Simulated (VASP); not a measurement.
Here is a VASP 6.6.1 calculation.

The input INCAR:

```
SYSTEM = Ru
PREC = Accurate
ENCUT = 520
EDIFF = 1E-6
ISMEAR = -1
SIGMA = 0.06122561905347299
LREAL = .FALSE.
LASPH = .TRUE.
NELM = 60
ALGO = Normal
ISIF = 2
LWAVE = .FALSE.
LCHARG = .FALSE.
GGA = PE
NBANDS = 13
```

KPOINTS

```
Automatic mesh
0
G
  25 25 25
  0 0 0
```

Contents of POSCAR:

```
Ru
1.0
    0.0000000000      1.9182818998      1.9182818998
    1.9182818998      0.0000000000      1.9182818998
    1.9182818998      1.9182818998      0.0000000000
Ru
1
Direct
    0.0000000000      0.0000000000      0.0000000000
```

Potentials or basis: VASP PAW PBE potentials, release 64 (Ru_pv).

Launch:

```console
$ cat potpaw_PBE.64/Ru_pv/POTCAR > POTCAR
$ mpirun -np 1 vasp_std > vasp.out
```

Question: Predict the band gap on the k mesh.

Answer: Zero (band 7 reaches 14.14 eV, above the bottom of band 8 at 10.78 eV).

Question: What does it give for the pressure?

Answer: -6.0 GPa.
